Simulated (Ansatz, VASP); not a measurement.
**One calculation of N, two programs**

INCAR

```
SYSTEM = N
PREC = Accurate
ENCUT = 520
EDIFF = 1E-7
ISMEAR = -1
SIGMA = 0.02
LREAL = .False.
LASPH = .True.
NELM = 100
ALGO = Normal
ISIF = 2
LWAVE = .False.
LCHARG = .True.
GGA = PE
LELF = .True.
LVHAR = .True.
NBANDS = 12
```

Contents of KPOINTS:

```
regular mesh
0
Gamma
  10 10 5
  0 0 0
```

The input POSCAR:

```
N
1.0
    3.6885040555      0.0000000000      0.0000000000
   -1.8442520278      3.1943382141      0.0000000000
    0.0000000000      0.0000000000      5.9865745416
N
2
Direct
    0.3333333333      0.6666666667      0.2500000000
    0.6666666667      0.3333333333      0.7500000000
```

Input for Ansatz:

```yaml
crystal:
  lattice:
    - [3.6885040555, 0.0, 0.0]
    - [-1.8442520278, 3.1943382141, 0.0]
    - [0.0, 0.0, 5.9865745416]
  atoms:
    - { symbol: "N", position: [0.3333333333, 0.6666666667, 0.25] }
    - { symbol: "N", position: [0.6666666667, 0.3333333333, 0.75] }
kpoints:
  mp_grid: { grid: [10, 10, 5] }
scf:
  occupations: { method: fermi_dirac, width: 0.02 }
hamiltonian:
  xc: pbe
  pseudopotentials: { kind: all_electron, lapw: { basis_error: 0.0005 } }
output:
  forces: true
  stress: true
  eigenvalues: true
```

Change from the starting cell: volume scaled by 1.05.

Alike in both runs: task single point; functional PBE; k mesh 10 × 10 × 5; occupations fermi-dirac, width 0.02 eV; no spin polarisation.

|  | VASP | Ansatz |
| --- | --- | --- |
| version | VASP 6.6.1 | Ansatz 0.2.0 |
| potentials or method | VASP PAW PBE potentials, release 64 (N), cutoff 520 eV | all-electron LAPW, scalar-relativistic |

|  | VASP | Ansatz | Ansatz less VASP |
| --- | --- | --- | --- |
| pressure (GPa) | -6.5 | -6.5 | +0.05 |

Ansatz ran all-electron here, and VASP with PAW potentials.
